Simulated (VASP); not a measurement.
**TiB18N18 (a cell with a defect) (Ti interstitial hop between voids): single point with PBE**

TiB18N18 (a cell with a defect) (Ti interstitial hop between voids):

```xyz
37
Lattice="7.4650 0.0000 0.0000 -3.7325 6.4649 0.0000 0.0000 0.0000 6.4955" Properties=species:S:1:pos:R:3 pbc="T T T"
B     0.0300    1.4047    1.4913
B     1.2066    0.7300    5.0033
B    -1.2168    3.5610    1.5297
B    -0.0536    2.8732    4.9082
B    -2.4429    5.7258    1.6163
B    -1.2791    5.0392    4.9695
B     2.5163    1.3848    1.5856
B     3.6979    0.7282    4.9675
B     1.2440    3.5411    1.3627
B     2.4498    2.8498    5.1403
B     0.0115    5.7250    1.5981
B     1.1757    5.0583    4.9823
B     5.0049    1.4063    1.5233
B     6.1854    0.7489    4.8786
B     3.7941    3.5415    1.5097
B     4.9573    2.8742    4.9000
B     2.5213    5.7504    1.3942
B     3.7248    5.0609    5.0960
N    -0.0349    1.4468    4.8945
N     1.2718    0.6878    1.6003
N    -1.2803    3.6030    4.8847
N     0.0220    2.8372    1.4402
N    -2.5174    5.7634    5.0425
N    -1.2156    4.9965    1.6229
N     2.4516    1.4398    5.0597
N     3.7617    0.6874    1.6104
N     1.2200    3.6053    4.9975
N     2.5139    2.8540    1.4952
N    -0.0509    5.7664    4.9588
N     1.2824    4.9915    1.4953
N     4.9402    1.4473    4.8748
N     6.2512    0.6955    1.4480
N     3.6867    3.6077    5.0047
N     5.0206    2.8333    1.5344
N     2.4560    5.7445    4.9381
N     3.7481    4.9938    1.5544
Ti    2.4642    4.2585    3.2476
```

| Item | Value |
| --- | --- |
| Program | VASP 6.6.1 |
| Task | single point |
| Functional | PBE |
| Potentials or basis | VASP PAW PBE potentials, release 64 (B, N, Ti_sv) |
| Cutoff | 520 eV |
| k mesh | 1 × 1 × 1 |
| Occupations | fermi-dirac, width 0.01 eV |
| Spin | no spin polarisation |

The largest force is 0.032 eV/Å.

Forces on the atoms (eV/Å):
```
B    0.002 -0.006  0.000
B    0.000 -0.003  0.000
B   -0.001  0.003  0.001
B    0.005  0.004 -0.001
B   -0.008 -0.004  0.003
B   -0.003  0.001  0.000
B    0.004  0.007  0.002
B    0.001  0.004  0.000
B   -0.009 -0.002 -0.013
B    0.003 -0.009  0.010
B    0.007 -0.001  0.002
B   -0.010  0.009  0.029
B    0.002 -0.003  0.000
B    0.001 -0.006 -0.004
B    0.011 -0.003 -0.028
B   -0.002  0.003  0.000
B   -0.002  0.007 -0.004
B    0.008  0.003  0.008
N    0.002  0.000  0.002
N   -0.003  0.004 -0.003
N   -0.002  0.003 -0.001
N   -0.001  0.004 -0.002
N   -0.002 -0.007  0.002
N    0.002 -0.002 -0.002
N    0.001 -0.002  0.000
N    0.003 -0.001 -0.002
N   -0.018 -0.002  0.003
N    0.007 -0.018  0.004
N    0.005 -0.009 -0.007
N   -0.007  0.005 -0.005
N   -0.003 -0.001  0.000
N   -0.005 -0.001 -0.001
N    0.012 -0.004  0.001
N   -0.009  0.002  0.006
N   -0.002  0.015  0.009
N    0.018  0.006 -0.006
Ti  -0.007  0.007 -0.003
```

Levels at points of the mesh, in eV from the Fermi level:
```csv
k point,band 73,band 74,band 75,band 76,band 77,band 78,band 79,band 80,band 81,band 82
"(0.00, 0.00, 0.00)",-2.46,-2.41,-2.31,-2.27,-0.01,0.01,0.03,1.98,1.99,2.59
```

It took 63 s on 1 thread of Intel(R) Xeon(R) 6975P-C (Granite Rapids), with other jobs on the host, peak memory 0.37 GiB.

Caveat: the k points lie up to 0.97 Å⁻¹ apart; the cell carries a net charge on a neutralising background, which shifts energy and pressure; the cell is charged against a uniform background, so pressure and absolute levels hang on convention.
